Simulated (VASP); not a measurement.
A run of VASP 6.6.1:

INCAR

```
  ALGO = Normal
  EDIFF = 1E-6
  ENCUT = 520
  GGA = PS
  ISIF = 2
  ISMEAR = 0
  IVDW = 12
  LASPH = True
  LCHARG = False
  LREAL = False
  LWAVE = False
  NBANDS = 35
  NELM = 80
  PREC = Accurate
  SIGMA = 0.05
```

KPOINTS

```
k-points
0
Gamma
  12 12 4
```

Contents of POSCAR:

```
WSe2
1.0
    2.9599384713      0.0000000000      0.0000000000
   -1.4799692356      2.5633819098      0.0000000000
    0.0000000000      0.0000000000     14.7873900079
W Se
2 4
Direct
    0.3333333333      0.6666666667      0.2500000000
    0.6666666667      0.3333333333      0.7500000000
    0.3333333333      0.6666666667      0.6145805872
    0.6666666667      0.3333333333      0.1145805872
    0.3333333333      0.6666666667      0.8854194128
    0.6666666667      0.3333333333      0.3854194128
```

Potentials or basis: VASP PAW PBE potentials, release 64 (W_sv, Se).

Launch:

```bash
$ cat potpaw_PBE.64/W_sv/POTCAR potpaw_PBE.64/Se/POTCAR > POTCAR
$ mpirun -np 1 vasp_std > vasp.out
```

Hardware: 1 thread of Intel(R) Xeon(R) Platinum 8488C (Sapphire Rapids), with other jobs on the host.

Q: How long does it take, and how much memory?

A: Run time: 2.8 min on 1 thread of Intel(R) Xeon(R) Platinum 8488C (Sapphire Rapids), on a shared host, peak memory 0.36 GiB. Counts: scf iterations 15, k points 57.
